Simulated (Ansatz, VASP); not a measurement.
# One calculation of Cd2HgSe3, two programs

INCAR

```
SYSTEM = Cd2HgSe3
PREC = Accurate
ENCUT = 600
EDIFF = 1E-6
ISMEAR = 0
SIGMA = 0.2
LREAL = .FALSE.
LASPH = .TRUE.
NELM = 100
ALGO = Normal
ISIF = 3
LWAVE = .FALSE.
LCHARG = .FALSE.
GGA = PE
IBRION = 2
NSW = 80
EDIFFG = -0.025
```

The input KPOINTS:

```
Automatic mesh
0
G
  6 6 1
  0 0 0
```

POSCAR

```
Cd2HgSe3
1.0
    4.4240037716     -0.0235152631      0.0418289830
   -2.2323667512      3.8350594967     -0.0501251685
    0.2045833943     -0.1649696522     20.6083728933
Cd Hg Se
4 2 6
Direct
   -0.0198320178     -0.0082858684     -0.0006611498
   -0.0059349990      0.0229271664      0.5039524233
    0.6389427872      0.3511768504      0.1620690870
    0.6599830812      0.3479176551      0.6704284172
    0.2989290970      0.6100523581      0.3402085330
    0.3327619183      0.6779379027      0.8256965123
    0.7328381141      0.3072499820      0.0418292554
    0.6329923592      0.3047379956      0.5425367282
    0.3570379656      0.6889829424      0.2054682188
    0.3557206183      0.6902603714      0.7115262687
    0.0282836308      0.0319914504      0.3713230725
   -0.0117225550     -0.0249488062      0.8756216334
```

Input for Ansatz:

```yaml
crystal:
  lattice:
    - [4.4240037716, -0.0235152631, 0.041828983]
    - [-2.2323667512, 3.8350594967, -0.0501251685]
    - [0.2045833943, -0.1649696522, 20.6083728933]
  atoms:
    - { symbol: Cd, position: [-0.0198320178, -0.0082858684, -0.0006611498] }
    - { symbol: Cd, position: [-0.005934999, 0.0229271664, 0.5039524233] }
    - { symbol: Cd, position: [0.6389427872, 0.3511768504, 0.162069087] }
    - { symbol: Cd, position: [0.6599830812, 0.3479176551, 0.6704284172] }
    - { symbol: Hg, position: [0.298929097, 0.6100523581, 0.340208533] }
    - { symbol: Hg, position: [0.3327619183, 0.6779379027, 0.8256965123] }
    - { symbol: Se, position: [0.7328381141, 0.307249982, 0.0418292554] }
    - { symbol: Se, position: [0.6329923592, 0.3047379956, 0.5425367282] }
    - { symbol: Se, position: [0.3570379656, 0.6889829424, 0.2054682188] }
    - { symbol: Se, position: [0.3557206183, 0.6902603714, 0.7115262687] }
    - { symbol: Se, position: [0.0282836308, 0.0319914504, 0.3713230725] }
    - { symbol: Se, position: [-0.011722555, -0.0249488062, 0.8756216334] }
basis:
  ecutwfc: 420
kpoints:
  mp_grid: { grid: [6, 6, 1] }
hamiltonian:
  xc: pbe
scf:
  occupations: { method: gaussian, width: 0.2 }
  lower_state_search: "off"
output:
  forces: true
  stress: true
  eigenvalues: true
relax:
  adjacent_minimum: "off"
  f_tol: 0.025
  max_steps: 60
  cell: { stress_tol: 0.25 }
```

Change from the starting cell: cell x2, atoms moved at random (sigma 0.1 Å) and cell strained at random (1.5 %), then relaxed without symmetry.

Alike in both runs: task relaxation of cell and atoms; functional PBE; k mesh 6 × 6 × 1; occupations gaussian, width 0.2 eV; no spin polarisation.

|  | VASP | Ansatz |
| --- | --- | --- |
| version | VASP 6.6.1 | Ansatz 0.2.0 |
| potentials or method | VASP PAW PBE potentials, release 64 (Cd, Hg, Se), cutoff 600 eV | scalar-relativistic, plane waves, PAW |
| valence electrons in the cell | 108 | 216 |

```tsv
	VASP	Ansatz	Ansatz less VASP
relaxed volume (Å³/atom)	30.21	30.07	-0.131
relaxed cell length with the largest relative difference (Å)	4.408	4.398	-0.0104
```

VASP's potentials hold 108 valence electrons a cell and Ansatz's 216, so a difference there can come from the potentials and not from the codes.

Spin-orbit coupling is off throughout.
